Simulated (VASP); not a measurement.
# H20CO9 in VASP: a series of runs

H20CO9 is run at these levels: r2SCAN; tasks: single point.

All numbers are computed with VASP 6.6.1; they aren't measurements. Logs are shortened: lines on timing, memory, paths and dates and some standing lists are left out, and cuts for length are marked.

## Step 1: The cell of the first run

The cell holds a disordered packing, 30 atoms: a = 6.612 Å, b = 6.604 Å, c = 6.605 Å, α = 90.00°, β = 90.00°, γ = 90.00°.

## Step 2: Single point, r2SCAN

POSCAR reads:

```
H20CO9
1.0
    6.6119740000      0.0000000000      0.0000000000
    0.0000000000      6.6042600000      0.0000000000
    0.0000000000      0.0000000000      6.6049880000
O H C
9 20 1
Direct
    0.0723989538      0.1043568848      0.5011364139
    0.8223867789      0.8912429250      0.0081907795
    0.2305967930      0.6050337207      0.3087817873
    0.5290250688      0.5363659214      0.0464951640
    0.4008787693      0.3888853558      0.6629383732
    0.9023477709      0.3477452432      0.1734900957
    0.0015729039      0.7503035919      0.6607733428
    0.6469626166      0.0804783579      0.3487364398
    0.4753950938      0.0307983029      0.7960347543
    0.0013006706      0.1723584474      0.3899022981
    0.1275867086      0.2071390284      0.5739298845
    0.9151124914      0.8594906924     -0.1112643959
    0.7372836009      0.7825555021      0.0193792933
    0.2303548078      0.7243657881      0.2152615569
    0.1500913343      0.4915463655      0.2557612520
    0.4932566281      0.4590976128     -0.0769569907
    0.4311117981      0.5435431070      0.1520517524
    0.4063990572      0.4671530194      0.5464960724
    0.4775880849      0.2575156036      0.6542025512
    0.7666696814      0.4023463643      0.1498867220
    0.9169273805      0.2363474485      0.0728994511
   -0.0179522787      0.8777819165      0.5900843423
    0.1401094439      0.7562240130      0.6448005659
    0.6801902125     -0.0109929046      0.4606367188
    0.7196186797      0.0484989991      0.2185620928
    0.1855875416      0.1158797503      0.8778819886
    0.5950567864     -0.0160805298      0.8652248876
    0.3150193876     -0.0813262955      1.0216369810
    0.3925756514      0.1652266870      1.0384273219
    0.3321095939      0.0582654226      0.9380334983
```

INCAR.step1 reads:

```
SYSTEM = H20CO9
ALGO = Normal
EDIFF = 1E-5
ENCUT = 580
GGA = PE
GGA_COMPAT = .FALSE.
ISMEAR = -1
LASPH = .TRUE.
LCHARG = .FALSE.
LREAL = .FALSE.
LWAVE = .TRUE.
NBANDS = 60
NELM = 120
PREC = Accurate
SIGMA = 0.02
```

INCAR.step2 reads:

```
SYSTEM = H20CO9
ALGO = Normal
EDIFF = 1E-6
ENCUT = 580
GGA_COMPAT = .FALSE.
ISIF = 2
ISMEAR = -1
ISTART = 1
LASPH = .TRUE.
LCHARG = .TRUE.
LELF = .TRUE.
LMIXTAU = .TRUE.
LREAL = .FALSE.
LVHAR = .TRUE.
LWAVE = .FALSE.
METAGGA = R2SCAN
NBANDS = 60
NELM = 120
PREC = Accurate
SIGMA = 0.02
```

KPOINTS reads:

```
k-points
0
G
  1 1 1
  0 0 0
```

Potentials or basis: VASP PAW PBE potentials, release 64 (O, H, C).

Run with:

```bash
cat potpaw_PBE.64/O/POTCAR potpaw_PBE.64/H/POTCAR potpaw_PBE.64/C/POTCAR > POTCAR
cp INCAR.step1 INCAR
mpirun -np 1 vasp_gam > vasp.out
cp INCAR.step2 INCAR
mpirun -np 1 vasp_gam > vasp.out
```

OUTCAR:

```text
SYSTEM = H20CO9
   EDIFF = 1E-6
   ENCUT = 580
   ISIF = 2
   ISMEAR = -1
   ISTART = 1
   LASPH = .TRUE.
   LREAL = .FALSE.
   METAGGA = R2SCAN
   NELM = 120
   PREC = Accurate

 ion  position               nearest neighbor table
   1  0.072  0.104  0.501-  11 0.91  10 0.98
   2  0.822  0.891  0.008-  13 0.92  12 1.02
   3  0.231  0.605  0.309-  15 0.98  14 1.00
   4  0.529  0.536  0.046-  17 0.95  16 0.99
   5  0.401  0.389  0.663-  18 0.93  19 1.01
   6  0.902  0.348  0.173-  20 0.98  21 1.00
   7  0.002  0.750  0.661-  23 0.92  22 0.97
   8  0.647  0.080  0.349-  24 0.98  25 1.01
   9  0.475  0.031  0.796-  27 0.96  30 1.35
  10  0.001  0.172  0.390-   1 0.98
  11  0.128  0.207  0.574-   1 0.91
  12  0.915  0.859  0.889-   2 1.02
  13  0.737  0.783  0.019-   2 0.92
  14  0.230  0.724  0.215-   3 1.00
  15  0.150  0.492  0.256-   3 0.98
[... 12 lines left out ...]
  28  0.315  0.919  0.022-  30 1.08
  29  0.393  0.165  0.038-  30 1.05
  30  0.332  0.058  0.938-  29 1.05  28 1.08  26 1.11   9 1.35

  LATTYP: Found a simple orthorhombic cell.
 ALAT       =     6.6042600000
 B/A-ratio  =     1.0001102319
 C/A-ratio  =     1.0011680340

  Lattice vectors:

 A1 = (   0.0000000000,   6.6042600000,   0.0000000000)
 A2 = (   0.0000000000,   0.0000000000,   6.6049880000)
 A3 = (   6.6119740000,   0.0000000000,   0.0000000000)

Analysis of symmetry for initial positions (statically):
=====================================================================
 Subroutine PRICEL returns:
 Original cell was already a primitive cell.

 Routine SETGRP: Setting up the symmetry group for a
 simple orthorhombic supercell.

 Subroutine GETGRP returns: Found  1 space group operations
 (whereof  1 operations were pure point group operations)
 out of a pool of  8 trial point group operations.

The static configuration has the point symmetry C_1 .

Analysis of symmetry for dynamics (positions and initial velocities):
=====================================================================
 Subroutine PRICEL returns:
 Original cell was already a primitive cell.

 Routine SETGRP: Setting up the symmetry group for a
 simple orthorhombic supercell.

 Subroutine GETGRP returns: Found  1 space group operations
 (whereof  1 operations were pure point group operations)
 out of a pool of  8 trial point group operations.

The dynamic configuration has the point symmetry C_1 .

[... 132 lines left out ...]
   EDIFFG = 0.1E-04   stopping-criterion for IOM
   NSW    =      0    number of steps for IOM
   IBRION =     -1    ionic relax: 0-MD 1-quasi-New 2-CG
   NFREE  =      0    steps in history (QN), initial steepest desc. (CG)
   ISIF   =      2    stress and relaxation
   ISYM   =      2    0-nonsym 1-usesym 2-fastsym
   POTIM  = 0.5000    time-step for ionic-motion
   TEBEG  =    0.0;   TEEND  =   0.0 temperature during run
   PSTRESS=    0.0 pullay stress
   NELECT =      78.0000    total number of electrons
   NUPDOWN=      -1.0000    fix difference up-down
   EMIN   =  10.00;   EMAX   =-10.00  energy-range for DOS
   EFERMI =   0.00;   METHOD = LEGACY
   ISMEAR =    -1;   SIGMA  =   0.02  broadening in eV -4-tet -1-fermi 0-gaus
   EFERMI_NEDOS =   21; number of points for ismear=-14 and -15
   IALGO  =     38    algorithm
   IMIX   =      4    mixing-type and parameters
     AMIX     =   0.40;   BMIX     =  1.00
     AMIX_MAG =   1.60;   BMIX_MAG =  1.00
  volume/ion in A,a.u.               =       9.61        64.88
  Fermi-wavevector in a.u.,A,eV,Ry     =   1.058678  2.000611 15.249400  1.120799
  Thomas-Fermi vector in A             =   2.193996
   LORBIT       =      0    0 simple, 1 ext, 2 COOP (PROOUT), +10 PAW based schemes
   METAGGA = R2SCAN    functional components
   LHFCALC =     F    Hartree Fock is set to
   AEXX    =    0.0000 exact exchange contribution
   IVDW    =     0    specifies the selected vdW correction
   LEPSILON=     F    determine dielectric tensor
   LRPA    =     F    only Hartree local field effects (RPA)
 non-spin polarized calculation
  energy-cutoff  :      580.00
  volume of cell :      288.42
 maximum number of plane-waves:      4547
 NGX is ok and might be reduce to    50
   NGX = 25   NGY = 25   NGZ = 25

 number of electron      77.9999994 magnetization

 Free energy of the ion-electron system (eV)
  ---------------------------------------------------
  ext. energy  EPLUGINS =         0.00000000
  ---------------------------------------------------
  free energy    TOTEN  =      -157.04059889 eV

  energy without entropy =     -157.04059889  energy(sigma->0) =     -157.04059889

 E-fermi :  -3.0561     XC(G=0):  -7.2425

 val. band max:       -3.5418974513   @ k =   0.0000   0.0000   0.0000
 cond. band min:       1.5262256752   @ k =   0.0000   0.0000   0.0000
 fundamental gap:      5.0681231265
 Fermi energy:        -3.0561170760

 k-point     1 :       0.0000    0.0000    0.0000
  band No.  band energies     occupation
      1     -24.9094      2.00000
      2     -24.1159      2.00000
      3     -23.8740      2.00000
      4     -23.7813      2.00000
      5     -23.5646      2.00000
      6     -23.3878      2.00000
[... 43 lines left out ...]
     50       6.8438      0.00000
     51       7.1866      0.00000
 [bands above 51 left out]

------------------------ aborting loop because EDIFF is reached ----------------------------------------

  FORCE on cell =-STRESS in cart. coord.  units (eV):
  Direction    XX          YY          ZZ          XY          YZ          ZX
  --------------------------------------------------------------------------------------
  -------------------------------------------------------------------------------------
  Total        5.9516253      2.6526262      2.6204503      3.1197081      0.0684007     -2.4607150
  in kB       33.0612166     14.7353111     14.5565743     17.3299463      0.3799650    -13.6692465
  external PRESSURE =      20.7843673 kB  Pullay stress =       0.0000000 kB

 VOLUME and BASIS-vectors are now :
 -----------------------------------------------------------------------------
  energy-cutoff  :      580.00
  volume of cell :      288.42
      direct lattice vectors                 reciprocal lattice vectors
     6.611974000  0.000000000  0.000000000     0.151240764  0.000000000  0.000000000
     0.000000000  6.604260000  0.000000000     0.000000000  0.151417418  0.000000000
     0.000000000  0.000000000  6.604988000     0.000000000  0.000000000  0.151400729

 POSITION                                       TOTAL-FORCE (eV/Angst)
 -----------------------------------------------------------------------------------
      0.47870      0.68920      3.31000        -1.744143     -2.144816     -2.526691
      5.43760      5.88600      0.05410         2.567948      2.847422     -1.420770
      1.52470      3.99580      2.03950         0.604776      0.661482     -0.589996
      3.49790      3.54230      0.30710         2.214472     -0.112442     -1.361795
      2.65060      2.56830      4.37870         0.228328     -2.025231      2.258657
      5.96630      2.29660      1.14590         0.793851     -1.037502     -1.134031
[... 22 lines left out ...]
      2.59570      1.09120      0.25381        -0.128771      1.273421      1.628733
      2.19590      0.38480      6.19570        -2.047129      0.150762      1.322784
 -----------------------------------------------------------------------------------
    total drift:                                0.000544      0.001505     -0.000714

  FREE ENERGIE OF THE ION-ELECTRON SYSTEM (eV)
  ---------------------------------------------------
  free  energy   TOTEN  =      -157.0405988937 eV

  energy  without entropy=     -157.0405988936  energy(sigma->0) =     -157.04059889
```

OUTCAR.step1:

```text
SYSTEM = H20CO9
   EDIFF = 1E-5
   ENCUT = 580
   GGA = PE
   ISMEAR = -1
   LASPH = .TRUE.
[... 341 lines left out ...]
      5.96630      2.29660      1.14590         1.142123     -0.919343     -0.836556
[... 22 lines left out ...]
      2.59570      1.09120      0.25381        -0.058573      1.376682      1.735254
      2.19590      0.38480      6.19570        -2.038669      0.116705      1.227375
 -----------------------------------------------------------------------------------
    total drift:                                0.001483      0.001097     -0.001407

  FREE ENERGIE OF THE ION-ELECTRON SYSTEM (eV)
  ---------------------------------------------------
  free  energy   TOTEN  =      -145.5612416286 eV

  energy  without entropy=     -145.5612416285  energy(sigma->0) =     -145.56124163
```

Wall time 1.7 min (1 thread of Intel Xeon 6975P-C (Granite Rapids), shared host); peak memory 0.4 GiB.

Results:

* Free energy: -157.0406 eV
* Pressure: 2.1 GPa
* Largest force: 4.089 eV/Å

Forces in eV/Å, atoms in the order of the input:
```
O   -1.744 -2.145 -2.527
O    2.568  2.847 -1.421
O    0.605  0.661 -0.590
O    2.214 -0.112 -1.362
O    0.228 -2.025  2.259
O    0.794 -1.038 -1.134
O   -2.383  0.317  0.820
O   -0.036 -0.285 -0.580
O    1.631 -0.664 -3.161
H   -0.130 -0.117  0.333
H    1.818  2.758  2.018
H   -0.763 -0.221  0.760
H   -1.965 -3.086  0.438
H   -0.615 -1.445  0.940
H   -0.410  0.930 -0.173
H   -0.504  0.701  0.546
H   -1.053 -0.372  0.506
H    0.299  0.973 -1.970
H   -0.723  1.161 -0.336
H   -0.088  0.174  0.018
H   -0.167  1.093  0.801
H   -0.573  0.538 -0.351
H    2.943 -0.838 -0.030
H    0.007  0.198 -1.127
H   -0.492 -0.363  1.998
H    0.737 -0.478  0.026
H    0.640 -0.121  0.022
H   -0.658 -0.466  0.324
H   -0.129  1.273  1.629
C   -2.047  0.151  1.323
```

Caveat: the k points lie up to 0.95 Å⁻¹ apart; the atoms stand as in a frame of molecular dynamics; the PAW data sets were made with another functional, which shifts forces and pressure a little.

## Step 3: Single point, r2SCAN

This run uses another cell than the first one, of 9.94 Å³/atom.

POSCAR reads:

```
H20CO9
1.0
    6.6827510000      0.0000000000      0.0000000000
    0.0000000000      6.6875900000      0.0000000000
    0.0000000000      0.0000000000      6.6731670000
O H C
9 20 1
Direct
    0.0721858408      0.1072434165      0.4986687730
    0.8205303475      0.8941935735      0.0047653535
    0.2337211128      0.6105039334      0.3090736377
    0.5337173269      0.5423029821      0.0456005372
    0.3928771250      0.3844882835      0.6625339962
    0.9140547059      0.3493037103      0.1719573330
    0.0013018591      0.7583897936      0.6627138209
    0.6504806179      0.0856661368      0.3519618196
    0.4782910511      0.0267659949      0.7864931299
   -0.0128689517      0.1754443679      0.4015634556
    0.1507911936      0.2218287903      0.5653987080
    0.9044179560      0.8373719083     -0.0992332426
    0.7221427224      0.7759297445      0.0402507535
    0.2219744533      0.7229211121      0.2275081682
    0.1598293876      0.5047109646      0.2481730189
    0.4872095339      0.4787972947     -0.0787781873
    0.4279824282      0.5514991200      0.1519218686
    0.4254535295      0.4575788887      0.5335098013
    0.4556806022      0.2525124896      0.6641823890
    0.7936851156      0.4211382576      0.1266265328
    0.9326099386      0.2503592475      0.0743425123
   -0.0227301601      0.8902758692      0.5958939736
    0.1560734494      0.7506441035      0.6516845750
    0.6694698037     -0.0179885430      0.4444666228
    0.7132392034      0.0441115559      0.2341466953
    0.1978975425      0.1036845859      0.8772146718
    0.5994537280     -0.0171511710      0.8626338888
    0.3126855991     -0.0772625116      1.0321486035
    0.3938797061      0.1885731631      1.0426683462
    0.3368373294      0.0640888571      0.9434201182
```

INCAR.step1 reads:

```
SYSTEM = H20CO9
  PREC = Accurate
  ENCUT = 580
  ISMEAR = -1
  SIGMA = 0.02
  LREAL = .FALSE.
  LASPH = .TRUE.
  NELM = 120
  NBANDS = 60
  GGA = PE
  ALGO = Normal
  EDIFF = 1E-5
  LWAVE = .TRUE.
  LCHARG = .FALSE.
  GGA_COMPAT = .FALSE.
```

INCAR.step2 reads:

```
SYSTEM = H20CO9
  PREC = Accurate
  ENCUT = 580
  EDIFF = 1E-6
  ISMEAR = -1
  SIGMA = 0.02
  LREAL = .FALSE.
  LASPH = .TRUE.
  NELM = 120
  ALGO = Normal
  ISIF = 2
  LWAVE = .FALSE.
  LCHARG = .TRUE.
  METAGGA = R2SCAN
  LMIXTAU = .TRUE.
  LELF = .TRUE.
  LVHAR = .TRUE.
  NBANDS = 60
  ISTART = 1
  GGA_COMPAT = .FALSE.
```

KPOINTS reads:

```
regular mesh
0
G
  1 1 1
  0 0 0
```

Potentials or basis: VASP PAW PBE potentials, release 64 (O, H, C).

Run with:

```bash
cat potpaw_PBE.64/O/POTCAR potpaw_PBE.64/H/POTCAR potpaw_PBE.64/C/POTCAR > POTCAR
cp INCAR.step1 INCAR
mpirun -np 1 vasp_gam > vasp.out
cp INCAR.step2 INCAR
mpirun -np 1 vasp_gam > vasp.out
```

It took 99 s on 1 thread of Intel Xeon 6975P-C (Granite Rapids), shared host; peak memory 0.41 GiB.

The run converged. Its results:

```
Free energy   : -157.6377 eV
Pressure      : -1.3 GPa
Largest force : 3.348 eV/Å
```

Forces in eV/Å, atoms in the order of the input:
```
O    1.019  2.085  0.636
O   -2.560 -1.742  1.273
O    1.409 -1.115  1.352
O    0.442  0.197  0.403
O   -0.023  1.399 -1.483
O   -0.092  1.500  0.577
O    2.307  0.544  0.039
O   -1.282  1.476  0.693
O    0.628 -0.498  0.856
H   -0.101  0.075  0.158
H   -0.951 -1.640 -0.950
H    0.480 -0.347 -0.879
H    1.707  1.754 -0.668
H   -0.558  1.695 -0.945
H   -1.222 -0.589 -0.315
H   -0.264  0.357  0.209
H    0.577 -0.246 -0.868
H   -0.386 -1.202  1.745
H    0.334 -0.116 -0.254
H    0.083 -0.138  0.358
H    0.272 -1.243 -1.163
H    0.596 -0.649  0.367
H   -2.852 -0.024  0.081
H    0.008 -1.141  1.077
H    0.965 -0.556 -1.578
H   -0.823  0.312 -0.437
H   -0.251  0.267 -0.841
H    0.208  0.911 -0.358
H   -0.562 -0.967 -0.403
C    0.894 -0.360  1.322
```

Stress tensor (GPa, compression positive):
```
-2.61 -1.76 -0.90
-1.76 -1.15 -0.25
-0.90 -0.25 -0.15
```

Levels at points of the mesh, in eV from the Fermi level:
```csv
k point,band 37,band 38,band 39,band 40,band 41,band 42
"(0.00, 0.00, 0.00)",-0.78,-0.62,-0.54,4.61,7.06,7.44
```

Caveat: the k points lie up to 0.94 Å⁻¹ apart; the atoms stand as in a frame of molecular dynamics; the PAW data sets were made with another functional, which shifts forces and pressure a little.

## Step 4: Single point, r2SCAN

This run uses another cell than the first one, of 10.16 Å³/atom.

POSCAR reads:

```
H20CO9
1.0
    6.7356680000      0.0000000000      0.0000000000
    0.0000000000      6.7251640000      0.0000000000
    0.0000000000      0.0000000000      6.7259810000
O H C
9 20 1
Direct
    0.0721680463      0.1159823017      0.4967899850
    0.8133862892      0.8893314721      0.0054267177
    0.2412678297      0.6083569114      0.3119247586
    0.5438807257      0.5468268134      0.0445882913
    0.3894491237      0.3816263812      0.6554731570
    0.9252534418      0.3561102748      0.1671280368
    0.0038748941      0.7641598034      0.6680363801
    0.6444498155      0.0921910603      0.3584607212
    0.4809471013      0.0203712504      0.7730619519
   -0.0329885618      0.1673862526      0.4161623412
    0.1520710344      0.2226116716      0.5420473237
    0.8978767956      0.8166492297     -0.0899199686
    0.7375957366      0.7776762024      0.0453316773
    0.2127480155      0.7321903228      0.2380916628
    0.1568812477      0.5094448254      0.2431466874
    0.4744147128      0.5240318303     -0.0822779606
    0.4365713987      0.5597484314      0.1369168304
    0.4470529129      0.4395877930      0.5425379584
    0.4499924878      0.2479939523      0.6644681274
    0.8145443035      0.4323760729      0.1105860989
    0.9473299456      0.2518748985      0.0686145263
   -0.0145494107      0.8915024228      0.6020385725
    0.1343296611      0.7396548248      0.6652858520
    0.6439598864     -0.0354043411      0.4422997924
    0.7130398945      0.0322520016      0.2388647842
    0.2030533571      0.0953285303      0.8595028740
    0.5999701886     -0.0224381145      0.8426726153
    0.3123224007     -0.0597160158      1.0350609078
    0.3859602344      0.1857203780      1.0422271487
    0.3384519546      0.0706005088      0.9482334250
```

INCAR.step1 reads:

```
  ALGO = Normal
  EDIFF = 1E-5
  ENCUT = 580
  GGA = PE
  GGA_COMPAT = False
  ISMEAR = -1
  LASPH = True
  LCHARG = False
  LREAL = False
  LWAVE = True
  NBANDS = 60
  NELM = 120
  PREC = Accurate
  SIGMA = 0.02
```

INCAR.step2 reads:

```
  ALGO = Normal
  EDIFF = 1E-6
  ENCUT = 580
  GGA_COMPAT = False
  ISIF = 2
  ISMEAR = -1
  ISTART = 1
  LASPH = True
  LCHARG = True
  LELF = True
  LMIXTAU = True
  LREAL = False
  LVHAR = True
  LWAVE = False
  METAGGA = R2SCAN
  NBANDS = 60
  NELM = 120
  PREC = Accurate
  SIGMA = 0.02
```

KPOINTS reads:

```
k-points
0
Gamma
  1 1 1
```

Run with:

```bash
cat potpaw_PBE.64/O/POTCAR potpaw_PBE.64/H/POTCAR potpaw_PBE.64/C/POTCAR > POTCAR
cp INCAR.step1 INCAR
mpirun -np 1 vasp_gam > vasp.out
cp INCAR.step2 INCAR
mpirun -np 1 vasp_gam > vasp.out
```

Run time: 1.7 min. Hardware: 1 thread of Intel Xeon 6975P-C (Granite Rapids), shared host; peak memory 0.41 GiB.

Results (log left out):

```
Free energy   : -157.6166 eV
Pressure      : 0.0 GPa
Largest force : 5.101 eV/Å
```

Forces on the atoms (eV/Å):
```
O   -0.372 -1.339 -0.172
O    0.710  0.264 -0.397
O   -0.192  0.419 -1.334
O    0.550  0.009 -1.385
O   -0.533 -0.736  1.134
O    0.139  0.053 -0.854
O   -5.007  0.535  0.816
O    1.005 -3.391 -0.088
O   -1.220  0.461  2.375
H   -0.464  0.597 -0.263
H    0.721  1.080  0.330
H    0.451  0.747 -0.666
H   -1.418 -1.049  0.782
H    0.029 -0.672  0.815
H   -0.192  0.267  0.547
H    0.623 -0.153  0.051
H   -0.547  0.127  1.184
H    0.454  0.753 -1.311
H    0.047  0.178  0.210
H   -0.028 -0.268  0.353
H   -0.033  0.252  0.330
H    0.524  0.256 -0.026
H    4.601 -0.960 -0.387
H   -0.413  2.180 -0.828
H   -0.669  1.126  0.947
H    0.171  0.451  0.731
H    0.496 -0.035 -0.073
H    0.194 -0.836  0.340
H    0.659  1.274  0.412
C   -0.286 -1.590 -3.571
```

Stress tensor (GPa, compression positive):
```
 1.80  0.86 -0.52
 0.86 -0.14 -1.43
-0.52 -1.43 -1.63
```

Levels at points of the mesh, in eV from the Fermi level:
| k point | band 36 | band 37 | band 38 | band 39 | band 40 | band 41 | band 42 | band 43 |
| --- | --- | --- | --- | --- | --- | --- | --- | --- |
| (0.00, 0.00, 0.00) | -1.00 | -0.82 | -0.61 | -0.55 | 4.77 | 6.66 | 7.56 | 7.88 |

Caveat: the k points lie up to 0.93 Å⁻¹ apart; the atoms stand as in a frame of molecular dynamics; the PAW data sets were made with another functional, which shifts forces and pressure a little.

## Step 5: Overview

```tsv
cell	pressure (GPa)	largest force (eV/Å)
a = 6.612, b = 6.604, c = 6.605 Å, 30 atoms, atomic positions A	2.1	4.09
a = 6.683, b = 6.688, c = 6.673 Å, 30 atoms, atomic positions B	-1.3	3.35
a = 6.736, b = 6.725, c = 6.726 Å, 30 atoms, atomic positions C	0.0	5.10
```

Alike in all rows: task single point; level r2SCAN; potentials or basis VASP PAW PBE potentials, release 64 (O, H, C); no spin polarisation; k mesh 1 × 1 × 1; cutoff (eV) 580; smearing fermi-dirac 0.02 eV.

Caveats: all runs use coarse meshes; the atoms stand as in a frame of molecular dynamics; the PAW data sets were made with another functional, which shifts forces and pressure a little.

Absolute energies hang on the potentials; compare differences alone.
